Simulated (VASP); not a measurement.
# WS2 in VASP: notebook, part 2 of 2

VASP 6.6.1.

### 3 Single point, PBEsol

Input file INCAR:

```
SYSTEM = WS2
PREC = Accurate ; ENCUT = 520
EDIFF = 1E-7 ; ISMEAR = 0
SIGMA = 0.1 ; LREAL = .False.
LASPH = .True. ; NELM = 100
ALGO = Normal ; ISIF = 2
LWAVE = .False. ; LCHARG = .False.
GGA = PS ; NBANDS = 20
```

Input file KPOINTS:

```
regular mesh
0
Gamma
  4 4 1
  0 0 0
```

Input file POSCAR:

```
WS2
1.0
    3.1835160000      0.0000000000      0.0000000000
   -1.5917580000      2.7570060000      0.0000000000
    0.0000000000      0.0000000000     16.9505780000
W S
1 2
Direct
    0.3333333333      0.6666666667      0.0000000000
    0.6666666667      0.3333333333      0.9079990000
    0.6666666667      0.3333333333      0.0920010000
```

Potentials or basis: VASP PAW PBE potentials, release 64 (W_sv, S).

Run with:

```console
$ cat potpaw_PBE.64/W_sv/POTCAR potpaw_PBE.64/S/POTCAR > POTCAR
$ mpirun -np 1 vasp_std > vasp.out
```

OUTCAR:

```text
SYSTEM = WS2
   PREC = Accurate
   ENCUT = 520
   EDIFF = 1E-7
   ISMEAR = 0
   LREAL = .False.
   LASPH = .True.
   NELM = 100
   ISIF = 2
   GGA = PS

 ion  position               nearest neighbor table
   1  0.333  0.667  0.000-   2 2.41   3 2.41   2 2.41   3 2.41   2 2.41   3 2.41
   2  0.667  0.333  0.908-   1 2.41   1 2.41   1 2.41
   3  0.667  0.333  0.092-   1 2.41   1 2.41   1 2.41

  LATTYP: Found a hexagonal cell.
 ALAT       =     3.1835160000
 C/A-ratio  =     5.3244833700

  Lattice vectors:

 A1 = (   3.1835160000,   0.0000000000,   0.0000000000)
 A2 = (  -1.5917580000,   2.7570060000,   0.0000000000)
 A3 = (   0.0000000000,   0.0000000000,  16.9505780000)

Analysis of symmetry for initial positions (statically):
=====================================================================
 Subroutine PRICEL returns:
 Original cell was already a primitive cell.

 Routine SETGRP: Setting up the symmetry group for a
 hexagonal supercell.

 Subroutine GETGRP returns: Found 12 space group operations
 (whereof 12 operations were pure point group operations)
 out of a pool of 24 trial point group operations.

The static configuration has the point symmetry D_3h.

Analysis of symmetry for dynamics (positions and initial velocities):
=====================================================================
 Subroutine PRICEL returns:
 Original cell was already a primitive cell.

 Routine SETGRP: Setting up the symmetry group for a
 hexagonal supercell.

 Subroutine GETGRP returns: Found 12 space group operations
 (whereof 12 operations were pure point group operations)
 out of a pool of 24 trial point group operations.

The dynamic configuration has the point symmetry D_3h.

 Subroutine INISYM returns: Found 12 space group operations
 (whereof 12 operations are pure point group operations),
 and found     1 'primitive' translations

[... 92 lines left out ...]
   IALGO  =     38    algorithm
   IMIX   =      4    mixing-type and parameters
     AMIX     =   0.40;   BMIX     =  1.00
     AMIX_MAG =   1.60;   BMIX_MAG =  1.00
  volume/ion in A,a.u.               =      49.59       334.66
  Fermi-wavevector in a.u.,A,eV,Ry     =   0.915285  1.729637 11.398227  0.837746
  Thomas-Fermi vector in A             =   2.040009
   LORBIT       =      0    0 simple, 1 ext, 2 COOP (PROOUT), +10 PAW based schemes
   GGA     = PS    functional components
   LHFCALC =     F    Hartree Fock is set to
   AEXX    =    0.0000 exact exchange contribution
   IVDW    =     0    specifies the selected vdW correction
   LEPSILON=     F    determine dielectric tensor
   LRPA    =     F    only Hartree local field effects (RPA)
 non-spin polarized calculation
 Gauss-broadening in eV      SIGMA  =   0.10
  energy-cutoff  :      520.00
  volume of cell :      148.77
 maximum number of plane-waves:      4026
 NGX is ok and might be reduce to    24
   NGX = 11   NGY = 11   NGZ = 63

 number of electron      25.9999999 magnetization

 Free energy of the ion-electron system (eV)
  ---------------------------------------------------
  ext. energy  EPLUGINS =         0.00000000
  ---------------------------------------------------
  free energy    TOTEN  =       -25.29174269 eV

  energy without entropy =      -25.29174269  energy(sigma->0) =      -25.29174269

 E-fermi :  -0.6633     XC(G=0):  -4.5485

 val. band max:       -1.2639193115   @ k =   0.0000   0.0000   0.0000
 cond. band min:       1.1011734950   @ k =   0.2500  -0.0000   0.0000
 fundamental gap:      2.3650928065
 Fermi energy:        -0.6633417192

 k-point     1 :       0.0000    0.0000    0.0000
  band No.  band energies     occupation
      1     -75.2042      2.00000
      2     -39.4492      2.00000
      3     -39.2980      2.00000
      4     -39.2980      2.00000
      5     -16.0186      2.00000
      6     -14.3384      2.00000
[... 81 lines left out ...]
     19       6.7888      0.00000
     20       7.2715      0.00000

------------------------ aborting loop because EDIFF is reached ----------------------------------------

  FORCE on cell =-STRESS in cart. coord.  units (eV):
  Direction    XX          YY          ZZ          XY          YZ          ZX
  --------------------------------------------------------------------------------------
  -------------------------------------------------------------------------------------
  Total       -1.3791850     -1.3791853     -0.5312893      0.0000000      0.0000000      0.0000000
  in kB      -14.8526467    -14.8526497     -5.7215324      0.0000000      0.0000000      0.0000000
  external PRESSURE =     -11.8089429 kB  Pullay stress =       0.0000000 kB

 VOLUME and BASIS-vectors are now :
 -----------------------------------------------------------------------------
  energy-cutoff  :      520.00
  volume of cell :      148.77
      direct lattice vectors                 reciprocal lattice vectors
     3.183516000  0.000000000  0.000000000     0.314118101  0.181356152  0.000000000
    -1.591758000  2.757006000  0.000000000     0.000000000  0.362712305  0.000000000
     0.000000000  0.000000000 16.950578000     0.000000000  0.000000000  0.058995038

 POSITION                                       TOTAL-FORCE (eV/Angst)
 -----------------------------------------------------------------------------------
     -0.00000      1.83800      0.00000         0.000000     -0.000000     -0.000000
      1.59176      0.91900     15.39111        -0.000000      0.000000      0.160891
      1.59176      0.91900      1.55947        -0.000000      0.000000     -0.160891
 -----------------------------------------------------------------------------------
    total drift:                                0.000000      0.000003     -0.000000

  FREE ENERGIE OF THE ION-ELECTRON SYSTEM (eV)
  ---------------------------------------------------
  free  energy   TOTEN  =       -25.2917426891 eV

  energy  without entropy=      -25.2917426891  energy(sigma->0) =      -25.29174269
```

OSZICAR:

```text
N       E                     dE             d eps       ncg     rms          rms(c)
DAV:   1     0.171013340790E+03    0.17101E+03   -0.13965E+04   192   0.108E+03
DAV:   2    -0.127541024928E+02   -0.18377E+03   -0.17872E+03   196   0.255E+02
DAV:   3    -0.263744864217E+02   -0.13620E+02   -0.13494E+02   212   0.660E+01
[... 15 lines left out ...]
DAV:  19    -0.252917376541E+02   -0.12075E-04   -0.76119E-07   192   0.256E-03    0.253E-03
DAV:  20    -0.252917412850E+02   -0.36309E-05   -0.16317E-07   172   0.132E-03    0.161E-03
DAV:  21    -0.252917424616E+02   -0.11766E-05   -0.58121E-08   164   0.782E-04    0.456E-04
DAV:  22    -0.252917426609E+02   -0.19938E-06   -0.61517E-09   132   0.289E-04    0.370E-04
DAV:  23    -0.252917426891E+02   -0.28147E-07   -0.58887E-10   120   0.129E-04
   1 F= -.25291743E+02 E0= -.25291743E+02  d E =-.763111E-18
```

It took 44 s on 1 thread of Intel Xeon 8259CL, shared host; peak memory 0.24 GiB.

Results:

```
Free energy            : -25.2917 eV
Largest force          : 0.161 eV/Å
Band gap on the k mesh : 2.37 eV, indirect (least direct gap 2.90 eV)
```

Forces in eV/Å, atoms in the order of the input:
```
W    0.000  0.000  0.000
S    0.000  0.000  0.161
S    0.000  0.000 -0.161
```

Caveat: the k points lie up to 0.57 Å⁻¹ apart; the PAW data sets were made with another functional, which shifts forces and pressure a little; spin-orbit coupling is left out, which moves the levels of the heavy elements.

### 4 Single point, PBEsol

Input file INCAR:

```
SYSTEM = WS2
ALGO = Normal ; EDIFF = 1E-7
ENCUT = 520 ; GGA = PS
ISIF = 2 ; ISMEAR = 0
LASPH = .TRUE. ; LCHARG = .FALSE.
LREAL = .FALSE. ; LWAVE = .FALSE.
NBANDS = 20 ; NELM = 80
PREC = Accurate ; SIGMA = 0.1
```

Input file KPOINTS:

```
k-points
0
G
  5 5 1
  0 0 0
```

POSCAR is that of step 3.

Run with:

```console
$ cat potpaw_PBE.64/W_sv/POTCAR potpaw_PBE.64/S/POTCAR > POTCAR
$ mpirun -np 1 vasp_std > vasp.out
```

It took 48 s on 1 thread of Intel Xeon 8259CL, shared host; peak memory 0.24 GiB.

The run converged. Its results:

```
Free energy            : -25.2351 eV
Largest force          : 0.108 eV/Å
Band gap on the k mesh : 2.18 eV, indirect (least direct gap 2.69 eV)
```

Forces on the atoms (eV/Å):
```
W    0.000  0.000  0.000
S    0.000  0.000  0.108
S    0.000  0.000 -0.108
```

Levels at points of the mesh, in eV from the valence-band top:
| k point | band 9 | band 10 | band 11 | band 12 | band 13 | band 14 | band 15 | band 16 | band 17 | band 18 |
| --- | --- | --- | --- | --- | --- | --- | --- | --- | --- | --- |
| (0.00, 0.00, 0.00) | -2.89 | -2.06 | -1.64 | -1.64 | 0.00 | 2.90 | 2.90 | 3.10 | 3.10 | 5.00 |

Caveat: the k points lie up to 0.46 Å⁻¹ apart; the PAW data sets were made with another functional, which shifts forces and pressure a little; spin-orbit coupling is left out, which moves the levels of the heavy elements.

### 5 The runs side by side

| k mesh | gap on the mesh (eV) | largest force (eV/Å) |
| --- | --- | --- |
| 3 × 3 × 1 | 1.76 | 0.29 |
| 4 × 4 × 1 | 2.37 | 0.16 |
| 5 × 5 × 1 | 2.18 | 0.11 |

Alike in all rows: task single point; level PBEsol; potentials or basis VASP PAW PBE potentials, release 64 (W_sv, S); no spin polarisation; cell as given; cutoff (eV) 520; smearing gaussian 0.1 eV.

Caveats: all runs use coarse meshes; the PAW data sets were made with another functional, which shifts forces and pressure a little; spin-orbit coupling is left out, which moves the levels of the heavy elements.

Total energies depend on the potentials used, so only differences within one code and one set of settings carry meaning.
